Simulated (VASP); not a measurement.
# C (R-3m) in VASP: notebook, part 3 of 3

VASP 6.6.1. Earlier steps stand in the parts before.

**6. Single point, PBEsol**

This run uses another cell than the first one, of 5.17 Å³/atom.

Contents of INCAR:

```
SYSTEM = C
PREC = Accurate ; ENCUT = 520
EDIFF = 1E-6 ; ISMEAR = 0
SIGMA = 0.05 ; LREAL = .FALSE.
LASPH = .TRUE. ; NELM = 100
ALGO = Normal ; ISIF = 2
LWAVE = .FALSE. ; LCHARG = .TRUE.
GGA = PS ; LELF = .TRUE.
LVHAR = .TRUE. ; NBANDS = 31
```

Contents of KPOINTS:

```
regular mesh
0
G
  12 12 12
  0 0 0
```

Contents of POSCAR:

```
C
1.0
    1.2533969503      0.7236490667      9.4909333333
   -1.2533969503      0.7236490667      9.4909333333
    0.0000000000     -1.4472981334      9.4909333333
C
10
Direct
    0.0248220069      0.0248220069      0.0248220069
    0.9751779931      0.9751779931      0.9751779931
    0.1086877374      0.1086877374      0.1086877374
    0.8913122626      0.8913122626      0.8913122626
    0.1583652898      0.1583652898      0.1583652898
    0.8416347102      0.8416347102      0.8416347102
    0.3748635523      0.3748635523      0.3748635523
    0.6251364477      0.6251364477      0.6251364477
    0.4253181912      0.4253181912      0.4253181912
    0.5746818088      0.5746818088      0.5746818088
```

Potentials or basis: VASP PAW PBE potentials, release 64 (C).

Launch:

```bash
cat potpaw_PBE.64/C/POTCAR > POTCAR
mpirun -np 1 vasp_std > vasp.out
```

OUTCAR:

```text
SYSTEM = C
   PREC = Accurate
   ENCUT = 520
   EDIFF = 1E-6
   ISMEAR = 0
   LREAL = .FALSE.
   LASPH = .TRUE.
   NELM = 100
   ISIF = 2
   GGA = PS

 ion  position               nearest neighbor table
   1  0.025  0.025  0.025-   2 1.41   7 1.52   7 1.52   7 1.52
   2  0.975  0.975  0.975-   1 1.41   8 1.52   8 1.52   8 1.52
   3  0.109  0.109  0.109-   5 1.41   9 1.52   9 1.52   9 1.52
   4  0.891  0.891  0.891-   6 1.41  10 1.52  10 1.52  10 1.52
   5  0.158  0.158  0.158-   3 1.41   6 1.52   6 1.52   6 1.52
   6  0.842  0.842  0.842-   4 1.41   5 1.52   5 1.52   5 1.52
   7  0.375  0.375  0.375-   9 1.44   1 1.52   1 1.52   1 1.52
   8  0.625  0.625  0.625-  10 1.44   2 1.52   2 1.52   2 1.52
   9  0.425  0.425  0.425-   7 1.44   3 1.52   3 1.52   3 1.52
  10  0.575  0.575  0.575-   8 1.44   4 1.52   4 1.52   4 1.52

  LATTYP: Found a trigonal (rhomboedric) cell.
 ALAT       =     9.6006503646
 COS(alpha) =     0.9659116520

  Lattice vectors:

 A1 = (   1.2533969503,   0.7236490667,   9.4909333333)
 A2 = (  -1.2533969503,   0.7236490667,   9.4909333333)
 A3 = (   0.0000000000,  -1.4472981334,   9.4909333333)

Analysis of symmetry for initial positions (statically):
=====================================================================
 Subroutine PRICEL returns:
 Original cell was already a primitive cell.

 Routine SETGRP: Setting up the symmetry group for a
 trigonal (rhombohedral) supercell.

 Subroutine GETGRP returns: Found 12 space group operations
 (whereof 12 operations were pure point group operations)
 out of a pool of 12 trial point group operations.

The static configuration has the point symmetry D_3d.

Analysis of symmetry for dynamics (positions and initial velocities):
=====================================================================
 Subroutine PRICEL returns:
 Original cell was already a primitive cell.

 Routine SETGRP: Setting up the symmetry group for a
 trigonal (rhombohedral) supercell.
[... 148 lines left out ...]
   AEXX    =    0.0000 exact exchange contribution
   IVDW    =     0    specifies the selected vdW correction
   LEPSILON=     F    determine dielectric tensor
   LRPA    =     F    only Hartree local field effects (RPA)
 non-spin polarized calculation
 Gauss-broadening in eV      SIGMA  =   0.05
  energy-cutoff  :      520.00
  volume of cell :       51.65
 maximum number of plane-waves:      1419
   NGX = 35   NGY = 35   NGZ = 35

 number of electron      39.9999999 magnetization

 Free energy of the ion-electron system (eV)
  ---------------------------------------------------
  ext. energy  EPLUGINS =         0.00000000
  ---------------------------------------------------
  free energy    TOTEN  =       -94.38462830 eV

  energy without entropy =      -94.38462830  energy(sigma->0) =      -94.38462830

 E-fermi :  11.5508     XC(G=0): -13.8906

 val. band max:       11.3169238793   @ k =   0.0000   0.0000   0.0000
 cond. band min:      14.7207434956   @ k =   0.5000   0.5000   0.0000
 fundamental gap:      3.4038196163
 Fermi energy:        11.5507725767

 k-point     1 :       0.0000    0.0000    0.0000
  band No.  band energies     occupation
      1     -11.7489      2.00000
      2     -10.4703      2.00000
      3     -10.4218      2.00000
      4      -6.6217      2.00000
      5      -6.6029      2.00000
      6      -0.5159      2.00000
[... 805 lines left out ...]
     30      22.7825      0.00000
     31      22.9828      0.00000

 [... further k-points ...]

------------------------ aborting loop because EDIFF is reached ----------------------------------------

  FORCE on cell =-STRESS in cart. coord.  units (eV):
  Direction    XX          YY          ZZ          XY          YZ          ZX
  --------------------------------------------------------------------------------------
  -------------------------------------------------------------------------------------
  Total        1.8761011      1.8761011     45.1701367     -0.0000000     -0.0000000      0.0000000
  in kB       58.1955815     58.1955815   1401.1517518     -0.0000000     -0.0000000      0.0000000
  external PRESSURE =     505.8476383 kB  Pullay stress =       0.0000000 kB

 VOLUME and BASIS-vectors are now :
 -----------------------------------------------------------------------------
  energy-cutoff  :      520.00
  volume of cell :       51.65
      direct lattice vectors                 reciprocal lattice vectors
     1.253396950  0.723649067  9.490933333     0.398915922  0.230314215  0.035121239
    -1.253396950  0.723649067  9.490933333    -0.398915922  0.230314215  0.035121239
     0.000000000 -1.447298133  9.490933333     0.000000000 -0.460628430  0.035121239

 POSITION                                       TOTAL-FORCE (eV/Angst)
 -----------------------------------------------------------------------------------
      0.00000      0.00000      0.70675         0.000000      0.000000      1.077714
      0.00000      0.00000     27.76605         0.000000      0.000000     -1.077714
      0.00000      0.00000      3.09464         0.000000      0.000000     -1.056102
      0.00000      0.00000     25.37816         0.000000      0.000000      1.056102
      0.00000      0.00000      4.50910         0.000000     -0.000000      1.401251
      0.00000      0.00000     23.96370         0.000000      0.000000     -1.401251
      0.00000      0.00000     10.67341         0.000000     -0.000000     -1.248262
      0.00000      0.00000     17.79939         0.000000      0.000000      1.248262
      0.00000      0.00000     12.11000         0.000000     -0.000000      1.252567
      0.00000      0.00000     16.36280         0.000000      0.000000     -1.252567
 -----------------------------------------------------------------------------------
    total drift:                                0.000000      0.000000     -0.000000

  FREE ENERGIE OF THE ION-ELECTRON SYSTEM (eV)
  ---------------------------------------------------
  free  energy   TOTEN  =       -94.3846282983 eV

  energy  without entropy=      -94.3846282983  energy(sigma->0) =      -94.38462830
```

Run time: 33 min. Hardware: 1 thread of Intel Xeon 6975P-C (Granite Rapids), shared host; peak memory 0.78 GiB.

Results:

```yaml
Free_energy: -94.3846 eV
Pressure: 50.6 GPa
Largest_force: 1.401 eV/Å
Band_gap_on_the_k_mesh: 3.40 eV (least direct gap 4.45 eV)
```

Forces on the atoms (eV/Å):
```
C    0.000  0.000  1.078
C    0.000  0.000 -1.078
C    0.000  0.000 -1.056
C    0.000  0.000  1.056
C    0.000  0.000  1.401
C    0.000  0.000 -1.401
C    0.000  0.000 -1.248
C    0.000  0.000  1.248
C    0.000  0.000  1.253
C    0.000  0.000 -1.253
```

Caveat: the cell stands under pressure; the PAW data sets were made with another functional, which shifts forces and pressure a little. A k mesh can miss the band edges.

**7. The runs side by side**

```csv
cell,gap on the mesh (eV),pressure (GPa),largest force (eV/Å)
"a = 10.139 Å, angles 13.8°, 10 atoms",4.63,48.1,0.12
"a = 10.686 Å, angles 13.2°, 10 atoms",4.30,8.9,0.15
"a = 10.957 Å, angles 12.7°, 10 atoms",3.28,9.0,0.07
"a = 10.147 Å, angles 14.3°, 10 atoms",3.99,5.3,0.29
"a = 9.601 Å, angles 15.0°, 10 atoms",3.40,50.6,1.40
```

Alike in all rows: task single point; level PBEsol; potentials or basis VASP PAW PBE potentials, release 64 (C); no spin polarisation; k mesh 12 × 12 × 12; cutoff (eV) 520; smearing gaussian 0.05 eV.

Caveats: the cell stands under pressure; the PAW data sets were made with another functional, which shifts forces and pressure a little.

Absolute energies hang on the potentials; compare differences alone.
